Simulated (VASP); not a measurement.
# Hg (P-1) in VASP: electric field gradients with PBEsol

Aim: the electric field gradients of Hg with PBEsol.

Program: VASP 6.6.1. These are calculated values, not measurements. Logs are shortened: lines on timing, memory, paths and dates and some standing lists are left out, and cuts for length are marked.

## Step 1: The cell of the first run

The typed cell holds 3 atoms: a = 4.540 Å, b = 4.501 Å, c = 3.870 Å, α = 89.57°, β = 88.85°, γ = 119.13°.

## Step 2: Electric field gradients, PBEsol (equal xy, yz and zx shear strains of +2 %)

File INCAR:

```
SYSTEM = Hg
PREC = Accurate
ENCUT = 520
EDIFF = 1E-8
ISMEAR = -1
SIGMA = 0.05
LREAL = .False.
LASPH = .True.
NELM = 100
ALGO = Normal
ISIF = 2
LWAVE = .False.
LCHARG = .False.
GGA = PS
LEFG = .True.
NBANDS = 25
```

File KPOINTS:

```
Automatic mesh
0
Gamma
  8 8 9
  0 0 0
```

File POSCAR:

```
Hg
1.0
    4.5400020208      0.0454000202      0.0454000202
   -2.2306834396      3.9090570731      0.0166175607
    0.0387000000      0.0387000000      3.8700000000
Hg
3
Direct
    0.3333333333      0.6666666667      0.5000000000
    0.0000000000      0.0000000000      0.0000000000
    0.6666666667      0.3333333333      0.5000000000
```

Potentials or basis: VASP PAW PBE potentials, release 64 (Hg).

Command:

```bash
$ cat potpaw_PBE.64/Hg/POTCAR > POTCAR
$ mpirun -np 1 vasp_std > vasp.out
```

OUTCAR:

```text
SYSTEM = Hg
   PREC = Accurate
   ENCUT = 520
   EDIFF = 1E-8
   ISMEAR = -1
   LREAL = .False.
   LASPH = .True.
   NELM = 100
   ISIF = 2
   GGA = PS

 ion  position               nearest neighbor table
   1  0.333  0.667  0.500-   3 2.60   3 2.62   3 2.64   2 3.23   2 3.23   2 3.23   2 3.25   2 3.29
                             2 3.32
   2  0.000  0.000  0.000-   1 3.23   3 3.23   1 3.23   3 3.23   3 3.23   1 3.23   1 3.25   3 3.25
                             3 3.29   1 3.29   3 3.32   1 3.32
   3  0.667  0.333  0.500-   1 2.60   1 2.62   1 2.64   2 3.23   2 3.23   2 3.23   2 3.25   2 3.29
                             2 3.32

  LATTYP: Found a triclinic cell.
 ALAT       =     4.5007723728
 B/A-ratio  =     1.3140516392
 C/A-ratio  =     2.4762665207
 COS(alpha) =     0.0038212636
 COS(beta)  =     0.6144808179
 COS(gamma) =     0.7561489991

  Lattice vectors:

 A1 = (   2.2306834396,  -3.9090570731,  -0.0166175607)
 A2 = (   2.2693834396,  -3.8703570731,   3.8533824393)
 A3 = (  -0.1560351416,  -7.9409141664,  -7.8186351416)

Analysis of symmetry for initial positions (statically):
=====================================================================
 Subroutine PRICEL returns:
 Original cell was already a primitive cell.

 Routine SETGRP: Setting up the symmetry group for a
 triclinic supercell.

 Subroutine GETGRP returns: Found  2 space group operations
 (whereof  2 operations were pure point group operations)
 out of a pool of  2 trial point group operations.

The static configuration has the point symmetry S_2 .

Analysis of symmetry for dynamics (positions and initial velocities):
=====================================================================
 Subroutine PRICEL returns:
 Original cell was already a primitive cell.

 Routine SETGRP: Setting up the symmetry group for a
 triclinic supercell.

 Subroutine GETGRP returns: Found  2 space group operations
 (whereof  2 operations were pure point group operations)
 out of a pool of  2 trial point group operations.

The dynamic configuration has the point symmetry S_2 .

 Subroutine INISYM returns: Found  2 space group operations
[... 128 lines left out ...]
   LEPSILON=     F    determine dielectric tensor
   LRPA    =     F    only Hartree local field effects (RPA)
 non-spin polarized calculation
  energy-cutoff  :      520.00
  volume of cell :       69.06
 maximum number of plane-waves:      1890
 NGX is ok and might be reduce to    36
   NGX = 17   NGY = 17   NGZ = 15

 number of electron      36.0000001 magnetization

 Free energy of the ion-electron system (eV)
  ---------------------------------------------------
  ext. energy  EPLUGINS =         0.00000000
  ---------------------------------------------------
  free energy    TOTEN  =        -1.04731821 eV

  energy without entropy =       -1.03813507  energy(sigma->0) =       -1.04272664

 E-fermi :   2.9894     XC(G=0): -11.1105

 val. band max:        2.9844303381   @ k =   0.5000   0.1250   0.3333
 cond. band min:       3.0070679533   @ k =  -0.2500   0.3750   0.3333
 fundamental gap:      0.0226376152
 Fermi energy:         2.9894257536

 k-point     1 :       0.0000    0.0000    0.0000
  band No.  band energies     occupation
      1      -7.0640      2.00000
      2      -5.2838      2.00000
      3      -5.0790      2.00000
      4      -4.9327      2.00000
      5      -4.8164      2.00000
      6      -4.7720      2.00000
[... 661 lines left out ...]
     24      10.8353      0.00000
     25      11.6689      0.00000

 [... further k-points ...]
[... 5 lines left out ...]
  --------------------------------------------------------------------------------------
  -------------------------------------------------------------------------------------
  Total        5.6688265      5.6384429     -0.0729288     -0.3132200      0.0459278      0.0515220
  in kB      131.5162744    130.8113776     -1.6919416     -7.2666759      1.0655209      1.1953062
  external PRESSURE =      86.8785702 kB  Pullay stress =       0.0000000 kB

 VOLUME and BASIS-vectors are now :
 -----------------------------------------------------------------------------
  energy-cutoff  :      520.00
  volume of cell :       69.06
      direct lattice vectors                 reciprocal lattice vectors
     4.540002021  0.045400020  0.045400020     0.219048490  0.125013528 -0.003440620
    -2.230683440  3.909057073  0.016617561    -0.002518709  0.254389587 -0.002518709
     0.038700000  0.038700000  3.870000000    -0.002558902 -0.002558902  0.258449111

 POSITION                                       TOTAL-FORCE (eV/Angst)
 -----------------------------------------------------------------------------------
      0.04556      2.64052      1.96121        -0.333087      0.006433      0.000732
      0.00000      0.00000      0.00000         0.000000      0.000000      0.000000
      2.30246      1.35264      1.97081         0.333087     -0.006433     -0.000732
 -----------------------------------------------------------------------------------
    total drift:                                0.000000     -0.000000     -0.000000

  FREE ENERGIE OF THE ION-ELECTRON SYSTEM (eV)
  ---------------------------------------------------
  free  energy   TOTEN  =        -1.0473182105 eV

  energy  without entropy=       -1.0381350738  energy(sigma->0) =       -1.04272664

 Electric field gradients (V/A^2)
---------------------------------------------------------------------
 ion       V_xx      V_yy      V_zz      V_xy      V_xz      V_yz
---------------------------------------------------------------------
   1    -170.212  -166.908   337.120    11.225     1.871     1.937
   2     -16.407   -15.629    32.036     6.770    14.357    14.276
   3    -170.212  -166.908   337.120    11.225     1.871     1.937
---------------------------------------------------------------------

 Electric field gradients after diagonalization (V/A^2)
 (convention: |V_zz| > |V_xx| > |V_yy|)
----------------------------------------------------------------------
 ion       V_xx      V_yy      V_zz     asymmetry (V_yy - V_xx)/ V_zz
----------------------------------------------------------------------
   1    -179.905  -157.229   337.134       0.067
   2     -22.816   -17.492    40.308       0.132
   3    -179.905  -157.229   337.134       0.067
----------------------------------------------------------------------

           NMR quadrupolar parameters

 Cq : quadrupolar parameter    Cq=e*Q*V_zz/h
 eta: asymmetry parameters     (V_yy - V_xx)/ V_zz
 Q  : nuclear electric quadrupole moment in mb (millibarn)
----------------------------------------------------------------------
 ion       Cq(MHz)       eta       Q (mb)
----------------------------------------------------------------------
   1       0.815       0.067       1.000
   2       0.097       0.132       1.000
   3       0.815       0.067       1.000
----------------------------------------------------------------------
```

Run time: 9.7 min. Hardware: 1 thread of Intel Xeon 8259CL, shared host; peak memory 0.47 GiB.

Results:

```yaml
Free_energy: -1.0473 eV
Pressure: 8.7 GPa
Largest_force: 0.333 eV/Å
Band_gap_on_the_k_mesh: zero (bands 18 and 19 overlap by 5.10 eV)
Largest_electric_field_gradient_by_atom: Hg +337.1, +40.3 (each value once) V/Å²
```

Forces on the atoms (eV/Å):
```
Hg  -0.333  0.006  0.001
Hg   0.000  0.000  0.000
Hg   0.333 -0.006 -0.001
```

Stress tensor (GPa, compression positive):
```
13.15 -0.73  0.12
-0.73 13.08  0.11
 0.12  0.11 -0.17
```

Levels at points of the mesh, in eV from the Fermi level:
```tsv
k point	band 15	band 16	band 17	band 18	band 19	band 20	band 21	band 22
(0.00, 0.00, 0.00)	-5.95	-5.91	0.39	1.92	2.61	3.51	3.62	3.79
(0.50, 0.00, 0.00)	-5.86	-5.78	-5.03	-0.60	0.45	5.98	5.99	7.07
(0.00, 0.50, 0.00)	-5.88	-5.76	-5.00	-0.71	0.31	6.07	6.08	7.07
(0.50, 0.50, 0.00)	-5.89	-5.73	-4.96	-0.81	0.15	6.14	6.18	7.06
```

Electric field gradients, principal values (V/Å²):
| atom | least | middle | greatest (by size) |
| --- | --- | --- | --- |
| 1 Hg | -157.229 | -179.905 | 337.134 |
| 2 Hg | -17.492 | -22.816 | 40.308 |
| 3 Hg | -157.229 | -179.905 | 337.134 |

Caveat: the cell differs from its parent crystal (equal xy, yz and zx shear strains of +2 %); the stress differs along the axes, from -0 to 13 GPa; without QUAD_EFG the Cq values of the log hold for a quadrupole moment of 1 mb, not for the nuclei; the PAW data sets were made with another functional, which shifts forces and pressure a little; spin-orbit coupling is left out, which moves the levels of the heavy elements.

The gap in the log of VASP goes by the Fermi energy; the results here count the filled bands.